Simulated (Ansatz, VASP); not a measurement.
**Ta: VASP beside Ansatz**

```
Ta
1.0
    -1.65395    1.65395    1.65395
     1.65395   -1.65395    1.65395
     1.65395    1.65395   -1.65395
Ta
1
Direct
  0.00000 0.00000 0.00000
```

Alike in both runs: functional PBE; k mesh 8 × 8 × 8; occupations gaussian, width 0.1 eV; no spin polarisation.

Ansatz relaxed the structure, and its values are those at the end. VASP's run is a single point on that final structure, the one shown.

|  | VASP | Ansatz |
| --- | --- | --- |
| version | VASP 6.6.1 | Ansatz 0.2.0 |
| potentials or method | VASP PAW PBE potentials, release 64 (Ta_pv) | scalar-relativistic, plane waves, PAW |
| plane-wave cutoff (eV) | 520 | 420 |
| valence electrons in the cell | 11 | 13 |

```tsv
	VASP	Ansatz	Ansatz less VASP
gap on the k mesh at the Fermi level (eV)	none	none	-
pressure (GPa)	0.1	0.0	-0.12
```

A gap of «none» marks a metal or a gap that the smearing closes. VASP's potentials hold 11 valence electrons a cell and Ansatz's 13, so a difference there can come from the potentials and not from the codes.

Neither program's run includes spin-orbit coupling.
